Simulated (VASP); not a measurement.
SnSe, 4 atoms in the cell. The typed cell holds 4 atoms: a = 3.946 Å, b = 3.946 Å, c = 5.874 Å, α = 90.00°, β = 90.00°, γ = 90.00°. 

```yaml
Program: VASP 6.6.1
Task: single point
Functional: PBEsol
Dispersion: D3(BJ)
Potentials_or_basis: VASP PAW PBE potentials, release 64 (Sn_d, Se)
Cutoff: 520 eV
k_mesh: 8 × 8 × 6
Occupations: gaussian, width 0.03 eV
Spin: no spin polarisation
Dipole_correction: no
Further_INCAR_settings: ALGO = Normal; EDIFF = 1e-07; NBANDS = 28
```

Potentials or basis: VASP PAW PBE potentials, release 64 (Sn_d, Se).

Launch:

```console
$ cat potpaw_PBE.64/Sn_d/POTCAR potpaw_PBE.64/Se/POTCAR > POTCAR
$ mpirun -np 1 vasp_std > vasp.out
```

Hardware: 1 thread of Intel Xeon 8259CL, on a shared host.

Question: How long does it take, and how much memory?

Answer: Run time: 3.7 min on 1 thread of Intel Xeon 8259CL (shared host), peak memory 0.29 GiB. Counts: scf iterations 14, k points 60.
